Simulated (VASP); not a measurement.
# SnO in VASP: a series of runs, part 2 of 2

VASP 6.6.1.

## Step 3: Single point, PBE+D3(BJ)

This run uses another cell than the first one, of 112.76 Å³/atom, 1.009 times its volume.

INCAR

```
SYSTEM = SnO
PREC     = Accurate       ! precision mode
ENCUT    = 520            ! plane-wave cutoff, eV
EDIFF    = 1E-6           ! SCF threshold, eV
ISMEAR   = 0              ! smearing method
SIGMA    = 0.02           ! smearing width, eV
LREAL    = .False.        ! projectors in reciprocal space
LASPH    = .True.         ! aspherical terms in the spheres
NELM     = 100            ! most SCF steps
ALGO     = Normal         ! electronic algorithm
ISIF     = 2              ! what is computed and relaxed
LWAVE    = .False.        ! write WAVECAR
LCHARG   = .True.         ! write CHGCAR
LDIPOL   = .True.       
IDIPOL   = 3            
DIPOL    = 0.5 0.5 0.500
GGA      = PE             ! functional
IVDW     = 12             ! dispersion correction
LELF     = .True.         ! ELF
LVHAR    = .True.       
LVACPOTAV= .True.       
NBANDS   = 28             ! bands
```

KPOINTS

```
regular mesh
0
Gamma
  6 6 1
  0 0 0
```

POSCAR

```
SnO
1.0
    3.8370962910      0.0000000000      0.0000000000
    0.0000000000      3.8370962910      0.0000000000
    0.0000000000      0.0000000000     30.6334027017
Sn O
2 2
Direct
    0.5000000000      0.0000000000      0.4621866795
    0.0000000000      0.5000000000      0.5378133205
    0.0000000000      0.0000000000      0.5000000000
    0.5000000000      0.5000000000      0.5000000000
```

Potentials or basis: VASP PAW PBE potentials, release 64 (Sn_d, O).

On the command line:

```bash
$ cat potpaw_PBE.64/Sn_d/POTCAR potpaw_PBE.64/O/POTCAR > POTCAR
$ mpirun -np 1 vasp_std > vasp.out
```

OUTCAR:

```text
SYSTEM = SnO
   PREC = Accurate
   ENCUT = 520
   EDIFF = 1E-6
   ISMEAR = 0
   LREAL = .False.
   LASPH = .True.
   NELM = 100
   ISIF = 2
   GGA = PE
   IVDW = 12
 IVDW          = 12

 ion  position               nearest neighbor table
   1  0.500  0.000  0.462-   3 2.24   4 2.24   4 2.24   3 2.24   2 3.57   2 3.57   2 3.57   2 3.57

   2  0.000  0.500  0.538-   3 2.24   4 2.24   3 2.24   4 2.24   1 3.57   1 3.57   1 3.57   1 3.57

   3  0.000  0.000  0.500-   1 2.24   2 2.24   2 2.24   1 2.24
   4  0.500  0.500  0.500-   1 2.24   2 2.24   1 2.24   2 2.24

  LATTYP: Found a simple tetragonal cell.
 ALAT       =     3.8370962910
 C/A-ratio  =     7.9834855262

  Lattice vectors:

 A1 = (   3.8370962910,   0.0000000000,   0.0000000000)
 A2 = (   0.0000000000,   3.8370962910,   0.0000000000)
 A3 = (   0.0000000000,   0.0000000000,  30.6334027017)

Analysis of symmetry for initial positions (statically):
=====================================================================
 Subroutine PRICEL returns:
 Original cell was already a primitive cell.

 Routine SETGRP: Setting up the symmetry group for a
 simple tetragonal supercell.

 Subroutine GETGRP returns: Found 16 space group operations
 (whereof  8 operations were pure point group operations)
 out of a pool of 16 trial point group operations.

The static configuration has the point symmetry D_2d.
 The point group associated with its full space group is D_4h.

Analysis of symmetry for dynamics (positions and initial velocities):
=====================================================================
 Subroutine PRICEL returns:
 Original cell was already a primitive cell.

 Routine SETGRP: Setting up the symmetry group for a
 simple tetragonal supercell.

 Subroutine GETGRP returns: Found 16 space group operations
 (whereof  8 operations were pure point group operations)
 out of a pool of 16 trial point group operations.

The dynamic configuration has the point symmetry D_2d.
[... 113 lines left out ...]
   LORBIT       =      0    0 simple, 1 ext, 2 COOP (PROOUT), +10 PAW based schemes
   GGA     = PE    functional components
   LHFCALC =     F    Hartree Fock is set to
   AEXX    =    0.0000 exact exchange contribution
   IVDW    =    12    specifies the selected vdW correction
   LEPSILON=     F    determine dielectric tensor
   LRPA    =     F    only Hartree local field effects (RPA)
 non-spin polarized calculation
 Gauss-broadening in eV      SIGMA  =   0.02
  energy-cutoff  :      520.00
  volume of cell :      451.03
 maximum number of plane-waves:     12252
 NGX is ok and might be reduce to    30
   NGX = 15   NGY = 15   NGZ =113

 dipolmoment           0.000000      0.000000     -0.000000 electrons x Angstroem

 number of electron      40.0000023 magnetization

 dipolmoment           0.000000      0.000000      0.000000 electrons x Angstroem

 Free energy of the ion-electron system (eV)
  ---------------------------------------------------
  ext. energy  EPLUGINS =         0.00000000
  ---------------------------------------------------
  free energy    TOTEN  =       -22.57140765 eV

  energy without entropy =      -22.57140765  energy(sigma->0) =      -22.57140765

 E-fermi :  -3.4910     XC(G=0):  -2.0795

 val. band max:       -3.5906530893   @ k =   0.1667   0.1667   0.0000
 cond. band min:      -0.6236033415   @ k =   0.0000   0.0000   0.0000
 fundamental gap:      2.9670497478
 Fermi energy:        -3.4909586723

 k-point     1 :       0.0000    0.0000    0.0000
  band No.  band energies     occupation
      1     -24.2540      2.00000
      2     -23.8643      2.00000
      3     -23.8379      2.00000
      4     -23.8379      2.00000
      5     -23.8155      2.00000
      6     -23.7923      2.00000
[... 299 lines left out ...]
     27       3.8493      0.00000
     28       3.8493      0.00000

------------------------ aborting loop because EDIFF is reached ----------------------------------------

 Edisp (eV)   -0.54530

 E8    (eV) :    -0.2467

  FORCE on cell =-STRESS in cart. coord.  units (eV):
  Direction    XX          YY          ZZ          XY          YZ          ZX
  --------------------------------------------------------------------------------------
  -------------------------------------------------------------------------------------
  Total       0.22484     0.22484     0.89741     0.00000    -0.00000     0.00000
  in kB       0.79870     0.79870     3.18789     0.00000    -0.00000     0.00000
  external pressure =        1.60 kB  Pullay stress =        0.00 kB

 VOLUME and BASIS-vectors are now :
 -----------------------------------------------------------------------------
  energy-cutoff  :      520.00
  volume of cell :      451.03
      direct lattice vectors                 reciprocal lattice vectors
     3.837096291  0.000000000  0.000000000     0.260613736  0.000000000  0.000000000
     0.000000000  3.837096291  0.000000000     0.000000000  0.260613736  0.000000000
     0.000000000  0.000000000 30.633402702     0.000000000  0.000000000  0.032644105

 POSITION                                       TOTAL-FORCE (eV/Angst)
 -----------------------------------------------------------------------------------
      1.91855      0.00000     14.15835        -0.000000      0.000000     -0.415846
      0.00000      1.91855     16.47505         0.000000      0.000000      0.415846
      0.00000      0.00000     15.31670        -0.000000      0.000000      0.000000
      1.91855      1.91855     15.31670        -0.000000      0.000000      0.000000
 -----------------------------------------------------------------------------------
    total drift:                                0.000000      0.000000      0.000000

  FREE ENERGIE OF THE ION-ELECTRON SYSTEM (eV)
  ---------------------------------------------------
  free  energy   TOTEN  =       -23.1167092044 eV

  energy  without entropy=      -23.1167092044  energy(sigma->0) =      -23.11670920

 vacuum level on the upper side and lower side of the slab         1.780         1.780
```

OSZICAR:

```text
N       E                     dE             d eps       ncg     rms          rms(c)
DAV:   1     0.324756906826E+03    0.32476E+03   -0.17770E+04   696   0.115E+03
DAV:   2     0.379120566254E+02   -0.28684E+03   -0.27998E+03   696   0.274E+02
DAV:   3    -0.245189573030E+02   -0.62431E+02   -0.61788E+02   836   0.137E+02
[... 15 lines left out ...]
DAV:  19    -0.225713973195E+02   -0.56337E-05   -0.38246E-07   532   0.402E-03    0.139E-03
DAV:  20    -0.225714040390E+02   -0.67195E-05   -0.29249E-07   468   0.608E-03    0.343E-04
DAV:  21    -0.225714053008E+02   -0.12618E-05   -0.52024E-08   508   0.154E-03    0.290E-04
DAV:  22    -0.225714067352E+02   -0.14344E-05   -0.32467E-08   480   0.147E-03    0.212E-04
DAV:  23    -0.225714076546E+02   -0.91943E-06   -0.13868E-08   492   0.133E-03
   1 F= -.23116709E+02 E0= -.23116709E+02  d E =-.203460E-13
```

Wall time 6 min (1 thread of AMD EPYC 7R13, shared host); peak memory 0.5 GiB.

What came out:

* Free energy: -23.1167 eV
* Largest force: 0.416 eV/Å
* Band gap on the k mesh: 2.97 eV, indirect (least direct gap 3.01 eV)
* Dispersion energy per atom: -0.136 eV

Forces on the atoms (eV/Å):
```
Sn   0.000  0.000 -0.416
Sn   0.000  0.000  0.416
O    0.000  0.000  0.000
O    0.000  0.000  0.000
```

Caveat: spin-orbit coupling is left out, which moves the levels of the heavy elements.

## Step 4: Single point, PBE+D3(BJ)

This run uses another cell than the first one: it holds 8 atoms, not 4.

INCAR

```
PREC = Accurate
ENCUT = 520
EDIFF = 1E-6
ISMEAR = 0
SIGMA = 0.02
LREAL = False
LASPH = True
NELM = 100
ALGO = Normal
ISIF = 2
LWAVE = False
LCHARG = False
LDIPOL = True
IDIPOL = 3
DIPOL = 0.5 0.5 0.500
GGA = PE
IVDW = 12
NBANDS = 50
```

KPOINTS

```
regular mesh
0
Gamma
  6 6 1
```

POSCAR

```
SnO
1.0
    3.8205604524      0.0000000000      0.0000000000
    0.0000000000      3.8205604524      0.0000000000
    0.0000000000      0.0000000000     42.0562029175
Sn O
4 4
Direct
    0.5000000000      0.0000000000      0.4147549358
    0.0000000000      0.5000000000      0.4705701611
    0.5000000000      0.0000000000      0.5294300066
    0.0000000000      0.5000000000      0.5852450844
    0.0000000000      0.0000000000      0.4426969881
    0.5000000000      0.5000000000      0.4426969881
    0.0000000000      0.0000000000      0.5573029180
    0.5000000000      0.5000000000      0.5573029180
```

On the command line:

```bash
$ cat potpaw_PBE.64/Sn_d/POTCAR potpaw_PBE.64/O/POTCAR > POTCAR
$ mpirun -np 1 vasp_std > vasp.out
```

Run time: 13 min. Hardware: 1 thread of AMD EPYC 7R13, shared host; peak memory 0.62 GiB.

It converged, with:

* Free energy: -46.7266 eV
* Largest force: 0.085 eV/Å
* Band gap on the k mesh: 1.07 eV, indirect (least direct gap 2.18 eV)
* Dispersion energy per atom: -0.182 eV

Forces in eV/Å, atoms in the order of the input:
```
Sn   0.000  0.000 -0.085
Sn   0.000  0.000  0.082
Sn   0.000  0.000 -0.082
Sn   0.000  0.000  0.085
O    0.000  0.000  0.003
O    0.000  0.000  0.003
O    0.000  0.000 -0.003
O    0.000  0.000 -0.003
```

Levels at points of the mesh, in eV from the valence-band top:
```
           k point  band 37  band 38  band 39  band 40  band 41  band 42  band 43  band 44
(0.00, 0.00, 0.00)    -2.56    -2.56    -1.24    -0.01     2.18     2.27     2.39     3.75
(0.50, 0.00, 0.00)    -1.88    -1.88    -1.23    -1.23     2.35     2.35     3.37     3.37
(0.50, 0.50, 0.00)    -1.91    -1.91    -1.40    -1.40     1.07     1.07     2.91     2.91
```

Caveat: spin-orbit coupling is left out, which moves the levels of the heavy elements.

## Step 5: Single point, PBE+D3(BJ) (biaxial strain -0.040, then relaxed in part)

INCAR

```
SYSTEM = SnO
PREC = Accurate
ENCUT = 520
EDIFF = 1E-6
ISMEAR = 0
SIGMA = 0.02
LREAL = .FALSE.
LASPH = .TRUE.
NELM = 80
ALGO = Normal
ISIF = 2
LWAVE = .FALSE.
LCHARG = .FALSE.
LDIPOL = .TRUE.
IDIPOL = 3
DIPOL = 0.5 0.5 0.500
GGA = PE
IVDW = 12
NBANDS = 28
```

KPOINTS

```
Automatic mesh
0
G
  6 6 1
  0 0 0
```

POSCAR

```
SnO
1.0
    3.6677380343      0.0000000000      0.0000000000
    0.0000000000      3.6677380343      0.0000000000
    0.0000000000      0.0000000000     30.6334027017
Sn O
2 2
Direct
    0.5000000000      0.0000000000      0.4598719355
    0.0000000000      0.5000000000      0.5401280645
    0.0000000000      0.0000000000      0.5000000000
    0.5000000000      0.5000000000      0.5000000000
```

On the command line:

```bash
$ cat potpaw_PBE.64/Sn_d/POTCAR potpaw_PBE.64/O/POTCAR > POTCAR
$ mpirun -np 1 vasp_std > vasp.out
```

Wall time 3.5 min (1 thread of Intel Xeon 6975P-C, shared host); peak memory 0.47 GiB.

It converged, with:

```yaml
Free_energy: -23.0003 eV
Largest_force: 0.095 eV/Å
Band_gap_on_the_k_mesh: 3.14 eV, indirect (least direct gap 3.25 eV)
Dispersion_energy_per_atom: -0.148 eV
```

Forces in eV/Å, atoms in the order of the input:
```
Sn   0.000  0.000 -0.095
Sn   0.000  0.000  0.095
O    0.000  0.000  0.000
O    0.000  0.000  0.000
```

Levels at points of the mesh, in eV from the valence-band top:
| k point | band 17 | band 18 | band 19 | band 20 | band 21 | band 22 | band 23 | band 24 |
| --- | --- | --- | --- | --- | --- | --- | --- | --- |
| (0.00, 0.00, 0.00) | -2.05 | -1.29 | -1.29 | -0.16 | 3.65 | 3.95 | 5.45 | 5.55 |
| (0.50, 0.00, 0.00) | -3.13 | -3.13 | -0.48 | -0.48 | 3.14 | 3.14 | 6.47 | 6.47 |
| (0.50, 0.50, 0.00) | -0.63 | -0.63 | -0.45 | -0.45 | 3.20 | 3.20 | 5.34 | 5.34 |

Caveat: the cell differs from its parent crystal (biaxial strain -0.040, then relaxed in part); spin-orbit coupling is left out, which moves the levels of the heavy elements.

## Step 6: Single point, PBE+D3(BJ) (biaxial strain -0.020, then relaxed in part)

INCAR

```
PREC = Accurate
ENCUT = 520
EDIFF = 1E-7
ISMEAR = 0
SIGMA = 0.02
LREAL = False
LASPH = True
NELM = 100
ALGO = Normal
ISIF = 2
LWAVE = False
LCHARG = False
LDIPOL = True
IDIPOL = 3
DIPOL = 0.5 0.5 0.500
GGA = PE
IVDW = 12
NBANDS = 28
```

KPOINTS

```
Automatic mesh
0
Gamma
  6 6 1
```

POSCAR

```
SnO
1.0
    3.7441492434      0.0000000000      0.0000000000
    0.0000000000      3.7441492434      0.0000000000
    0.0000000000      0.0000000000     30.6334027017
Sn O
2 2
Direct
    0.5000000000      0.0000000000      0.4606403448
    0.0000000000      0.5000000000      0.5393596552
    0.0000000000      0.0000000000      0.5000000000
    0.5000000000      0.5000000000      0.5000000000
```

Potentials or basis: VASP PAW PBE potentials, release 64 (Sn_d, O).

On the command line:

```bash
$ cat potpaw_PBE.64/Sn_d/POTCAR potpaw_PBE.64/O/POTCAR > POTCAR
$ mpirun -np 1 vasp_std > vasp.out
```

OUTCAR:

```text
PREC = Accurate
   ENCUT = 520
   EDIFF = 1E-7
   ISMEAR = 0
   LREAL = False
   LASPH = True
   NELM = 100
   ISIF = 2
   GGA = PE
   IVDW = 12
 IVDW          = 12

 ion  position               nearest neighbor table
   1  0.500  0.000  0.461-   3 2.23   4 2.23   4 2.23   3 2.23   2 3.58   2 3.58   2 3.58   2 3.58

   2  0.000  0.500  0.539-   3 2.23   4 2.23   3 2.23   4 2.23   1 3.58   1 3.58   1 3.58   1 3.58

   3  0.000  0.000  0.500-   1 2.23   2 2.23   2 2.23   1 2.23
   4  0.500  0.500  0.500-   1 2.23   2 2.23   1 2.23   2 2.23

  LATTYP: Found a simple tetragonal cell.
 ALAT       =     3.7441492434
 C/A-ratio  =     8.1816724469

  Lattice vectors:

 A1 = (   3.7441492434,   0.0000000000,   0.0000000000)
 A2 = (   0.0000000000,   3.7441492434,   0.0000000000)
 A3 = (   0.0000000000,   0.0000000000,  30.6334027017)

Analysis of symmetry for initial positions (statically):
=====================================================================
 Subroutine PRICEL returns:
 Original cell was already a primitive cell.

 Routine SETGRP: Setting up the symmetry group for a
 simple tetragonal supercell.

 Subroutine GETGRP returns: Found 16 space group operations
 (whereof  8 operations were pure point group operations)
 out of a pool of 16 trial point group operations.

The static configuration has the point symmetry D_2d.
 The point group associated with its full space group is D_4h.

Analysis of symmetry for dynamics (positions and initial velocities):
=====================================================================
 Subroutine PRICEL returns:
 Original cell was already a primitive cell.

 Routine SETGRP: Setting up the symmetry group for a
 simple tetragonal supercell.

 Subroutine GETGRP returns: Found 16 space group operations
 (whereof  8 operations were pure point group operations)
 out of a pool of 16 trial point group operations.

The dynamic configuration has the point symmetry D_2d.
 The point group associated with its full space group is D_4h.

 Subroutine INISYM returns: Found 16 space group operations
 (whereof  8 operations are pure point group operations),
[... 112 lines left out ...]
   AEXX    =    0.0000 exact exchange contribution
   IVDW    =    12    specifies the selected vdW correction
   LEPSILON=     F    determine dielectric tensor
   LRPA    =     F    only Hartree local field effects (RPA)
 non-spin polarized calculation
 Gauss-broadening in eV      SIGMA  =   0.02
  energy-cutoff  :      520.00
  volume of cell :      429.44
 maximum number of plane-waves:     11630
 NGX is ok and might be reduce to    28
   NGX = 13   NGY = 13   NGZ =113

 number of electron      40.0000012 magnetization

 dipolmoment           0.000000      0.000000     -0.000000 electrons x Angstroem

 Free energy of the ion-electron system (eV)
  ---------------------------------------------------
  ext. energy  EPLUGINS =         0.00000000
  ---------------------------------------------------
  free energy    TOTEN  =       -22.52563707 eV

  energy without entropy =      -22.52563707  energy(sigma->0) =      -22.52563707

 E-fermi :  -3.5504     XC(G=0):  -2.1289

 val. band max:       -3.6530558376   @ k =   0.1667   0.1667   0.0000
 cond. band min:      -0.5004317155   @ k =   0.3333   0.3333   0.0000
 fundamental gap:      3.1526241222
 Fermi energy:        -3.5503903142

 k-point     1 :       0.0000    0.0000    0.0000
  band No.  band energies     occupation
      1     -24.1817      2.00000
      2     -23.8033      2.00000
      3     -23.7417      2.00000
      4     -23.7417      2.00000
      5     -23.7291      2.00000
      6     -23.6985      2.00000
[... 299 lines left out ...]
     27       4.2200      0.00000
     28       4.2200      0.00000

------------------------ aborting loop because EDIFF is reached ----------------------------------------

 vacuum level on the upper side and lower side of the slab       (xc-potential included)        -0.006        -0.006

 Edisp (eV)   -0.57018

 E8    (eV) :    -0.2578

  FORCE on cell =-STRESS in cart. coord.  units (eV):
  Direction    XX          YY          ZZ          XY          YZ          ZX
  --------------------------------------------------------------------------------------
  -------------------------------------------------------------------------------------
  Total       1.55248     1.55248     0.16781     0.00000     0.00000     0.00000
  in kB       5.79208     5.79208     0.62609     0.00000     0.00000     0.00000
  external pressure =        4.07 kB  Pullay stress =        0.00 kB

 VOLUME and BASIS-vectors are now :
 -----------------------------------------------------------------------------
  energy-cutoff  :      520.00
  volume of cell :      429.44
      direct lattice vectors                 reciprocal lattice vectors
     3.744149243  0.000000000  0.000000000     0.267083371  0.000000000  0.000000000
     0.000000000  3.744149243  0.000000000     0.000000000  0.267083371  0.000000000
     0.000000000  0.000000000 30.633402702     0.000000000  0.000000000  0.032644105

 POSITION                                       TOTAL-FORCE (eV/Angst)
 -----------------------------------------------------------------------------------
      1.87207      0.00000     14.11098         0.000000      0.000000     -0.096875
      0.00000      1.87207     16.52242         0.000000      0.000000      0.096875
      0.00000      0.00000     15.31670         0.000000      0.000000      0.000000
      1.87207      1.87207     15.31670         0.000000     -0.000000      0.000000
 -----------------------------------------------------------------------------------
    total drift:                                0.000000      0.000000      0.000000

  FREE ENERGIE OF THE ION-ELECTRON SYSTEM (eV)
  ---------------------------------------------------
  free  energy   TOTEN  =       -23.0958190879 eV

  energy  without entropy=      -23.0958190879  energy(sigma->0) =      -23.09581909

 vacuum level on the upper side and lower side of the slab         1.862         1.862
```

stdout:

```text
POSCAR found type information on POSCAR SnO
 POSCAR found :  2 types and       4 ions
 scaLAPACK will be used
 LDA part: xc-table for (Slater+PW92), standard interpolation
 POSCAR, INCAR and KPOINTS ok, starting setup
 FFT: planning ... GRIDC
 FFT: planning ... GRID_SOFT
 FFT: planning ... GRID
 WAVECAR not read
 entering main loop
```

Wall time 3.3 min (1 thread of Intel Xeon 6975P-C, shared host); peak memory 0.47 GiB.

What came out:

```
Free energy                : -23.0958 eV
Largest force              : 0.097 eV/Å
Band gap on the k mesh     : 3.15 eV, indirect (least direct gap 3.29 eV)
Dispersion energy per atom : -0.143 eV
```

Forces in eV/Å, atoms in the order of the input:
```
Sn   0.000  0.000 -0.097
Sn   0.000  0.000  0.097
O    0.000  0.000  0.000
O    0.000  0.000  0.000
```

Caveat: the cell differs from its parent crystal (biaxial strain -0.020, then relaxed in part); spin-orbit coupling is left out, which moves the levels of the heavy elements.

## Step 7: The runs side by side

| cell | gap on the mesh (eV) | largest force (eV/Å) |
| --- | --- | --- |
| a = 3.821, b = 3.821, c = 30.633 Å, 4 atoms | 3.09 | 0.09 |
| a = 3.837, b = 3.837, c = 30.633 Å, 4 atoms | 2.97 | 0.42 |
| a = 3.821, b = 3.821, c = 42.056 Å, 8 atoms | 1.07 | 0.08 |
| a = 3.668, b = 3.668, c = 30.633 Å, 4 atoms | 3.14 | 0.10 |
| a = 3.744, b = 3.744, c = 30.633 Å, 4 atoms | 3.15 | 0.10 |

Alike in all rows: task single point; level PBE+D3(BJ); potentials or basis VASP PAW PBE potentials, release 64 (Sn_d, O); no spin polarisation; k mesh 6 × 6 × 1; cutoff (eV) 520; smearing gaussian 0.02 eV.

Caveats: spin-orbit coupling is left out, which moves the levels of the heavy elements.

Absolute energies hang on the potentials; compare differences alone.
